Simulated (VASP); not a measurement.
# Pd in VASP: notebook, part 2 of 2

VASP 6.6.1. Earlier steps stand in the parts before.

## Step 4: Single point, PBEsol

This run uses another cell than the first one, of 15.24 Å³/atom, 0.980 times its volume.

Input file INCAR:

```
PREC     = Accurate       # precision mode
ENCUT    = 520            # plane-wave cutoff, eV
EDIFF    = 1E-6           # SCF threshold, eV
ISMEAR   = -1             # smearing method
SIGMA    = 0.1            # smearing width, eV
LREAL    = False          # projectors in reciprocal space
LASPH    = True           # aspherical terms in the spheres
NELM     = 100            # most SCF steps
ALGO     = Normal         # electronic algorithm
ISIF     = 2              # what is computed and relaxed
LWAVE    = False          # write WAVECAR
LCHARG   = False          # write CHGCAR
GGA      = PS             # functional
NBANDS   = 11             # bands
```

Input file KPOINTS:

```
regular mesh
0
Gamma
  15 15 15
```

Input file POSCAR:

```
Pd
1.0
   -1.5722810000      1.5722810000      1.5408353800
    1.5722810000     -1.5722810000      1.5408353800
    1.5722810000      1.5722810000     -1.5408353800
Pd
1
Direct
    0.0000000000      0.0000000000      0.0000000000
```

Potentials or basis: VASP PAW PBE potentials, release 64 (Pd).

The run is started by

```sh
$ cat potpaw_PBE.64/Pd/POTCAR > POTCAR
$ mpirun -np 1 vasp_std > vasp.out
```

OUTCAR:

```text
PREC = Accurate
   ENCUT = 520
   EDIFF = 1E-6
   ISMEAR = -1
   LREAL = False
   LASPH = True
   NELM = 100
   ISIF = 2
   GGA = PS

 ion  position               nearest neighbor table
   1  0.000  0.000  0.000-

  LATTYP: Found a body centered tetragonal cell.
 ALAT       =     3.1445620000
 C/A-ratio  =     0.9800000000

  Lattice vectors:

 A1 = (  -1.5722810000,   1.5722810000,   1.5408353800)
 A2 = (   1.5722810000,  -1.5722810000,   1.5408353800)
 A3 = (   1.5722810000,   1.5722810000,  -1.5408353800)

Analysis of symmetry for initial positions (statically):
=====================================================================
 Subroutine PRICEL returns:
 Original cell was already a primitive cell.

 Routine SETGRP: Setting up the symmetry group for a
 body centered tetragonal supercell.

 Subroutine GETGRP returns: Found 16 space group operations
 (whereof 16 operations were pure point group operations)
 out of a pool of 16 trial point group operations.

The static configuration has the point symmetry D_4h.

Analysis of symmetry for dynamics (positions and initial velocities):
=====================================================================
 Subroutine PRICEL returns:
 Original cell was already a primitive cell.

 Routine SETGRP: Setting up the symmetry group for a
 body centered tetragonal supercell.

 Subroutine GETGRP returns: Found 16 space group operations
 (whereof 16 operations were pure point group operations)
 out of a pool of 16 trial point group operations.

The dynamic configuration has the point symmetry D_4h.

 Subroutine INISYM returns: Found 16 space group operations
 (whereof 16 operations are pure point group operations),
 and found     1 'primitive' translations

----------------------------------------------------------------------------------------

                                     Primitive cell

  volume of cell :      15.2362

  direct lattice vectors                    reciprocal lattice vectors
    -1.572281000  1.572281000  1.540835380     0.000000000  0.318009313  0.324499299
     1.572281000 -1.572281000  1.540835380     0.318009313  0.000000000  0.324499299
     1.572281000  1.572281000 -1.540835380     0.318009313  0.318009313  0.000000000

  length of vectors
     2.705237282  2.705237282  2.705237282     0.454345373  0.454345373  0.449733083

  position of ions in fractional coordinates (direct lattice)
     0.000000000  0.000000000  0.000000000

  ion indices of the primitive-cell ions
   primitive index   ion index
                 1           1

----------------------------------------------------------------------------------------

 KPOINTS: regular mesh

Automatic generation of k-mesh.
 Grid dimensions read from file:
 generate k-points for:   15   15   15

 Generating k-lattice:

  Cartesian coordinates                     Fractional coordinates (reciprocal lattice)
     0.000000000  0.021200621  0.021633287     0.066666667  0.000000000 -0.000000000
     0.021200621  0.000000000  0.021633287     0.000000000  0.066666667 -0.000000000
     0.021200621  0.021200621  0.000000000     0.000000000  0.000000000  0.066666667

  Length of vectors
     0.030289692  0.030289692  0.029982206

  Shift w.r.t. Gamma in fractional coordinates (k-lattice)
     0.000000000  0.000000000  0.000000000

 Subroutine IBZKPT returns following result:
 ===========================================

 Found    288 irreducible k-points:

 Following reciprocal coordinates:
            Coordinates               Weight
  0.000000  0.000000  0.000000      1.000000
  0.066667 -0.000000  0.000000      8.000000
  0.133333  0.000000  0.000000      8.000000
  0.200000 -0.000000  0.000000      8.000000
  0.266667  0.000000  0.000000      8.000000
  0.333333 -0.000000  0.000000      8.000000
[... 16 lines left out ...]
  0.133333  0.133333  0.000000      8.000000
  0.200000  0.133333  0.000000     16.000000
 [... further k-points ...]
   k-points           NKPTS =    288   k-points in BZ     NKDIM =    288   number of bands    NBANDS=     11
   number of dos      NEDOS =    301   number of ions     NIONS =      1
   total plane-waves  NPLWV =   8000
   dimension x,y,z NGX =    20 NGY =   20 NGZ =   20
   dimension x,y,z NGXF=    40 NGYF=   40 NGZF=   40
   ions per type =               1
   NGX,Y,Z   is equivalent  to a cutoff of  12.29, 12.29, 12.29 a.u.
   NGXF,Y,Z  is equivalent  to a cutoff of  24.58, 24.58, 24.58 a.u.
 SYSTEM =  unknown system
   PREC   = accura    normal or accurate (medium, high low for compatibility)
   ISTART =      0    job   : 0-new  1-cont  2-samecut
   ICHARG =      2    charge: 1-file 2-atom 10-const
   ISPIN  =      1    spin polarized calculation?
   LNONCOLLINEAR =      F non collinear calculations
   LSORBIT =      F    spin-orbit coupling
   LASPH  =      T    aspherical Exc in radial PAW
   ENCUT  =  520.0 eV  38.22 Ry    6.18 a.u.   5.03  5.03  5.03*2*pi/ulx,y,z
   NELM   =    100;   NELMIN=  2; NELMDL= -5     # of ELM steps
   EDIFF  = 0.1E-05   stopping-criterion for ELM
   LREAL  =      F    real-space projection
   EDIFFG = 0.1E-04   stopping-criterion for IOM
   NSW    =      0    number of steps for IOM
   IBRION =     -1    ionic relax: 0-MD 1-quasi-New 2-CG
   NFREE  =      0    steps in history (QN), initial steepest desc. (CG)
   ISIF   =      2    stress and relaxation
   ISYM   =      2    0-nonsym 1-usesym 2-fastsym
   POTIM  = 0.5000    time-step for ionic-motion
   TEBEG  =    0.0;   TEEND  =   0.0 temperature during run
   PSTRESS=    0.0 pullay stress
   NELECT =      10.0000    total number of electrons
   NUPDOWN=      -1.0000    fix difference up-down
   EMIN   =  10.00;   EMAX   =-10.00  energy-range for DOS
   EFERMI =   0.00;   METHOD = LEGACY
   ISMEAR =    -1;   SIGMA  =   0.10  broadening in eV -4-tet -1-fermi 0-gaus
   EFERMI_NEDOS =   21; number of points for ismear=-14 and -15
   IALGO  =     38    algorithm
   IMIX   =      4    mixing-type and parameters
     AMIX     =   0.40;   BMIX     =  1.00
     AMIX_MAG =   1.60;   BMIX_MAG =  1.00
  volume/ion in A,a.u.               =      15.24       102.82
  Fermi-wavevector in a.u.,A,eV,Ry     =   1.422709  2.688530 27.539552  2.024100
  Thomas-Fermi vector in A             =   2.543384
   LORBIT       =      0    0 simple, 1 ext, 2 COOP (PROOUT), +10 PAW based schemes
   GGA     = PS    functional components
   LHFCALC =     F    Hartree Fock is set to
   AEXX    =    0.0000 exact exchange contribution
   IVDW    =     0    specifies the selected vdW correction
   LEPSILON=     F    determine dielectric tensor
   LRPA    =     F    only Hartree local field effects (RPA)
 non-spin polarized calculation
  energy-cutoff  :      520.00
  volume of cell :       15.24
 maximum number of plane-waves:       422
   NGX =  9   NGY =  9   NGZ =  9

 number of electron      10.0000005 magnetization

 Free energy of the ion-electron system (eV)
  ---------------------------------------------------
  ext. energy  EPLUGINS =         0.00000000
  ---------------------------------------------------
  free energy    TOTEN  =        -5.91727536 eV

  energy without entropy =       -5.87599687  energy(sigma->0) =       -5.89663611

 E-fermi :   9.0726     XC(G=0): -13.1751

 val. band max:        9.0647378584   @ k =  -0.3333  -0.4667   0.2000
 cond. band min:       9.0729846506   @ k =  -0.4000   0.4000   0.2000
 fundamental gap:      0.0082467923
 Fermi energy:         9.0725687271

 k-point     1 :       0.0000    0.0000    0.0000
  band No.  band energies     occupation
      1       2.0999      2.00000
      2       6.1585      2.00000
      3       6.2974      2.00000
      4       6.2974      2.00000
      5       8.0907      1.99989
      6       8.2537      1.99944
      7      28.2049      0.00000
      8      28.2049      0.00000
      9      28.5997      0.00000
     10      35.4910      0.00000
     11      36.5633      0.00000

 k-point     2 :       0.0667   -0.0000    0.0000
  band No.  band energies     occupation
      1       2.2672      2.00000
      2       6.1488      2.00000
      3       6.2974      2.00000
      4       6.3674      2.00000
      5       8.0766      1.99991
      6       8.2098      1.99964
      7      28.1702      0.00000
      8      28.4030      0.00000
      9      28.5299      0.00000
     10      35.0155      0.00000
     11      35.4227      0.00000
[... 295 lines left out ...]
 k-point    24 :       0.2000    0.1333    0.0000
  band No.  band energies     occupation
      1       4.3699      2.00000
      2       5.6535      2.00000
      3       6.0709      2.00000
      4       7.7677      2.00000
      5       8.3675      1.99827
      6       8.6944      1.95545
      7      23.8715      0.00000
      8      25.1466      0.00000
      9      28.4214      0.00000
     10      30.5699      0.00000
     11      34.5491      0.00000

 [... further k-points ...]
[... 5 lines left out ...]
  --------------------------------------------------------------------------------------
  -------------------------------------------------------------------------------------
  Total       -0.6454251     -0.6454251     -0.7007066      0.0000000     -0.0000000      0.0000000
  in kB      -67.8703203    -67.8703203    -73.6834966      0.0000000     -0.0000000      0.0000000
  external PRESSURE =     -69.8080457 kB  Pullay stress =       0.0000000 kB

 VOLUME and BASIS-vectors are now :
 -----------------------------------------------------------------------------
  energy-cutoff  :      520.00
  volume of cell :       15.24
      direct lattice vectors                 reciprocal lattice vectors
    -1.572281000  1.572281000  1.540835380     0.000000000  0.318009313  0.324499299
     1.572281000 -1.572281000  1.540835380     0.318009313  0.000000000  0.324499299
     1.572281000  1.572281000 -1.540835380     0.318009313  0.318009313  0.000000000

 POSITION                                       TOTAL-FORCE (eV/Angst)
 -----------------------------------------------------------------------------------
      0.00000      0.00000      0.00000         0.000000     -0.000000     -0.000000
 -----------------------------------------------------------------------------------
    total drift:                                0.000000     -0.000000      0.000000

  FREE ENERGIE OF THE ION-ELECTRON SYSTEM (eV)
  ---------------------------------------------------
  free  energy   TOTEN  =        -5.9172753614 eV

  energy  without entropy=       -5.8759968660  energy(sigma->0) =       -5.89663611
```

It took 18 s on 1 thread of Intel Xeon Platinum 8488C (Sapphire Rapids), shared host; peak memory 0.16 GiB.

Results:

```
Free energy            : -5.9173 eV
Pressure               : -7.0 GPa
Band gap on the k mesh : zero (band 5 reaches 9.61 eV, above the bottom of band 6 at 8.13 eV)
```

Caveat: the PAW data sets were made with another functional, which shifts forces and pressure a little.

## Step 5: The runs side by side

| cell | gap on the mesh (eV) | pressure (GPa) |
| --- | --- | --- |
| a = 2.723 Å, angles 109.5°, 1 atom | none | -10.0 |
| a = 2.696 Å, angles 108.7, 108.7, 111.1°, 1 atom | none | -5.3 |
| a = 2.705 Å, angles 108.9, 108.9, 110.6°, 1 atom | none | -7.0 |

Alike in all rows: task single point; level PBEsol; potentials or basis VASP PAW PBE potentials, release 64 (Pd); no spin polarisation; k mesh 15 × 15 × 15; cutoff (eV) 520; smearing fermi-dirac 0.1 eV.

Caveats: the PAW data sets were made with another functional, which shifts forces and pressure a little.

Total energies depend on the potentials used, so only differences within one code and one set of settings carry meaning.
